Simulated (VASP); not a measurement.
# TaN (P-6m2) in VASP: further runs, part 2 of 2

VASP 6.6.1. Earlier steps stand in the parts before.

**3. Relaxation of the atoms, r2SCAN**

This run uses another cell than the first one, of 10.12 Å³/atom.

Input file POSCAR:

```
TaN
1.0
    2.8763303500      0.0000000000      0.0000000000
   -1.4381651700      2.4909751500      0.0000000000
    0.0000000000      0.0000000000      2.8260077000
Ta N
1 1
Direct
    0.3333333300      0.6666666700      0.5000000000
    0.0000000000      0.0000000000      0.0000000000
```

Input file INCAR.step1:

```
PREC = Accurate ; ENCUT = 520
ISMEAR = -1 ; SIGMA = 0.1
LREAL = False ; LASPH = True
NELM = 100 ; GGA = PE
ALGO = Normal ; EDIFF = 1E-4
LWAVE = True ; LCHARG = False
```

Input file INCAR.step2:

```
PREC = Accurate ; ENCUT = 520
EDIFF = 1E-6 ; ISMEAR = -1
SIGMA = 0.1 ; LREAL = False
LASPH = True ; NELM = 100
ALGO = Normal ; ISIF = 2
LWAVE = False ; LCHARG = False
METAGGA = R2SCAN ; LMIXTAU = True
IBRION = 2 ; NSW = 50
EDIFFG = -0.01 ; ISTART = 1
```

Input file KPOINTS:

```
regular mesh
0
Gamma
  13 13 12
```

Potentials or basis: VASP PAW PBE potentials, release 64 (Ta_pv, N).

On the command line:

```
$ cat potpaw_PBE.64/Ta_pv/POTCAR potpaw_PBE.64/N/POTCAR > POTCAR
$ cp INCAR.step1 INCAR
$ mpirun -np 1 vasp_std > vasp.out
$ cp INCAR.step2 INCAR
$ mpirun -np 1 vasp_std > vasp.out
```

OUTCAR:

```text
PREC = Accurate
   ENCUT = 520
   EDIFF = 1E-6
   ISMEAR = -1
   LREAL = False
   LASPH = True
   NELM = 100
   ISIF = 2
   METAGGA = R2SCAN
   IBRION = 2
   NSW = 50
   EDIFFG = -0.01
   ISTART = 1

 ion  position               nearest neighbor table
   1  0.333  0.667  0.500-   2 2.18   2 2.18   2 2.18   2 2.18   2 2.18   2 2.18
   2  0.000  0.000  0.000-   1 2.18   1 2.18   1 2.18   1 2.18   1 2.18   1 2.18

  LATTYP: Found a hexagonal cell.
 ALAT       =     2.8763303500
 C/A-ratio  =     0.9825045652

  Lattice vectors:

 A1 = (   2.8763303500,   0.0000000000,   0.0000000000)
 A2 = (  -1.4381651700,   2.4909751500,   0.0000000000)
 A3 = (   0.0000000000,   0.0000000000,   2.8260077000)

Analysis of symmetry for initial positions (statically):
=====================================================================
 Subroutine PRICEL returns:
 Original cell was already a primitive cell.

 Routine SETGRP: Setting up the symmetry group for a
 hexagonal supercell.

 Subroutine GETGRP returns: Found 12 space group operations
 (whereof 12 operations were pure point group operations)
 out of a pool of 24 trial point group operations.

The static configuration has the point symmetry D_3h.

Analysis of symmetry for dynamics (positions and initial velocities):
=====================================================================
 Subroutine PRICEL returns:
 Original cell was already a primitive cell.

 Routine SETGRP: Setting up the symmetry group for a
 hexagonal supercell.

 Subroutine GETGRP returns: Found 12 space group operations
 (whereof 12 operations were pure point group operations)
 out of a pool of 24 trial point group operations.

The dynamic configuration has the point symmetry D_3h.

 Subroutine INISYM returns: Found 12 space group operations
 (whereof 12 operations are pure point group operations),
 and found     1 'primitive' translations

[... 123 lines left out ...]
   LEPSILON=     F    determine dielectric tensor
   LRPA    =     F    only Hartree local field effects (RPA)
 conjugate gradient relaxation of ions
 non-spin polarized calculation
  energy-cutoff  :      520.00
  volume of cell :       20.25
 maximum number of plane-waves:       569
 NGX is ok and might be reduce to    24
   NGX = 11   NGY = 11   NGZ = 11

 number of electron      15.9999999 magnetization

 Free energy of the ion-electron system (eV)
  ---------------------------------------------------
  ext. energy  EPLUGINS =         0.00000000
  ---------------------------------------------------
  free energy    TOTEN  =       -60.28361042 eV

  energy without entropy =      -60.28159354  energy(sigma->0) =      -60.28260198

 E-fermi :   8.8678     XC(G=0): -14.7426

 val. band max:        8.8567195530   @ k =   0.0000   0.0000   0.4167
 cond. band min:       9.0134150416   @ k =   0.0769   0.0000   0.5000
 fundamental gap:      0.1566954886
 Fermi energy:         8.8677931075

 k-point     1 :       0.0000    0.0000    0.0000
  band No.  band energies     occupation
      1     -27.0714      2.00000
      2     -26.7699      2.00000
      3     -26.7699      2.00000
      4     -10.4127      2.00000
      5       3.7706      2.00000
      6       3.7706      2.00000
      7       4.1829      2.00000
      8       5.6552      2.00000
      9      11.8745      0.00000
     10      12.9427      0.00000
     11      12.9427      0.00000
     12      13.4832      0.00000
[... 331 lines left out ...]
 k-point    24 :       0.1538    0.0000    0.0833
  band No.  band energies     occupation
      1     -27.1248      2.00000
      2     -27.0631      2.00000
      3     -26.8282      2.00000
      4      -9.7461      2.00000
      5       2.6214      2.00000
      6       3.9373      2.00000
      7       4.1837      2.00000
      8       5.7310      2.00000
      9      11.7361      0.00000
     10      11.9551      0.00000
     11      13.4967      0.00000
     12      14.1756      0.00000

 [... further k-points ...]

------------------------ aborting loop because EDIFF is reached ----------------------------------------

  FORCE on cell =-STRESS in cart. coord.  units (eV):
  Direction    XX          YY          ZZ          XY          YZ          ZX
  --------------------------------------------------------------------------------------
  -------------------------------------------------------------------------------------
  Total        3.3416605      3.3416605      3.7321870      0.0000000      0.0000000      0.0000000
  in kB      264.4182382    264.4182376    295.3197391      0.0000005      0.0000000      0.0000000
  external PRESSURE =     274.7187383 kB  Pullay stress =       0.0000000 kB

 VOLUME and BASIS-vectors are now :
 -----------------------------------------------------------------------------
  energy-cutoff  :      520.00
  volume of cell :       20.25
      direct lattice vectors                 reciprocal lattice vectors
     2.876330350  0.000000000  0.000000000     0.347665212  0.200724603  0.000000000
    -1.438165170  2.490975150  0.000000000     0.000000000  0.401449208  0.000000000
     0.000000000  0.000000000  2.826007700     0.000000000  0.000000000  0.353856078

 POSITION                                       TOTAL-FORCE (eV/Angst)
 -----------------------------------------------------------------------------------
     -0.00000      1.66065      1.41300        -0.000000     -0.000000      0.000000
      0.00000      0.00000      0.00000         0.000000      0.000000      0.000000
 -----------------------------------------------------------------------------------
    total drift:                                0.000003     -0.000002     -0.000000

  FREE ENERGIE OF THE ION-ELECTRON SYSTEM (eV)
  ---------------------------------------------------
  free  energy   TOTEN  =       -60.2836104224 eV

  energy  without entropy=      -60.2815935407  energy(sigma->0) =      -60.28260198

 reached required accuracy - stopping structural energy minimisation
```

OSZICAR.step1:

```text
N       E                     dE             d eps       ncg     rms          rms(c)
DAV:   1     0.927412262771E+02    0.92741E+02   -0.92923E+03  3528   0.143E+03
DAV:   2    -0.210048307720E+02   -0.11375E+03   -0.10784E+03  4016   0.349E+02
DAV:   3    -0.247481716658E+02   -0.37433E+01   -0.36936E+01  4312   0.585E+01
DAV:   4    -0.247872938424E+02   -0.39122E-01   -0.39021E-01  3952   0.586E+00
DAV:   5    -0.247877452608E+02   -0.45142E-03   -0.45125E-03  4152   0.524E-01    0.267E+01
DAV:   6    -0.223863153133E+02    0.24014E+01   -0.80975E+00  4200   0.296E+01    0.117E+01
DAV:   7    -0.223216886975E+02    0.64627E-01   -0.39957E-01  3936   0.637E+00    0.773E+00
DAV:   8    -0.223019024589E+02    0.19786E-01   -0.10828E-01  3940   0.330E+00    0.127E+00
DAV:   9    -0.222974261906E+02    0.44763E-02   -0.13528E-02  3968   0.101E+00    0.199E-01
DAV:  10    -0.222974228207E+02    0.33699E-05   -0.77329E-04  4092   0.362E-01
   1 F= -.22297423E+02 E0= -.22295939E+02  d E =-.296762E-02
```

It took 80 s on 1 thread of Intel Xeon Platinum 8259CL at 2.50GHz (Skylake/Cascade Lake), shared host; peak memory 0.18 GiB.

Results:

- Free energy: -60.2836 eV
- Pressure after relaxing: 27.5 GPa
- Band gap on the k mesh: zero (bands 8 and 9 overlap by 0.39 eV)

Final structure:
```
Ta N
1.0
     2.87633    0.00000    0.00000
    -1.43817    2.49098    0.00000
     0.00000    0.00000    2.82601
Ta N
1 1
Direct
  0.33333 0.66667 0.50000
  0.00000 0.00000 0.00000
```

Levels at points of the mesh, in eV from the Fermi level:
| k point | band 4 | band 5 | band 6 | band 7 | band 8 | band 9 | band 10 | band 11 | band 12 |
| --- | --- | --- | --- | --- | --- | --- | --- | --- | --- |
| (0.00, 0.00, 0.00) | -19.28 | -5.10 | -5.10 | -4.68 | -3.21 | 3.01 | 4.07 | 4.07 | 4.62 |
| (0.00, 0.00, 0.50) | -16.27 | -10.10 | -4.19 | -4.19 | -0.09 | -0.09 | 2.57 | 3.84 | 3.84 |

Caveat: the relaxation stopped at its first step, so nothing moved; the PAW data sets were made with another functional, which shifts forces and pressure a little; spin-orbit coupling is left out, which moves the levels of the heavy elements.
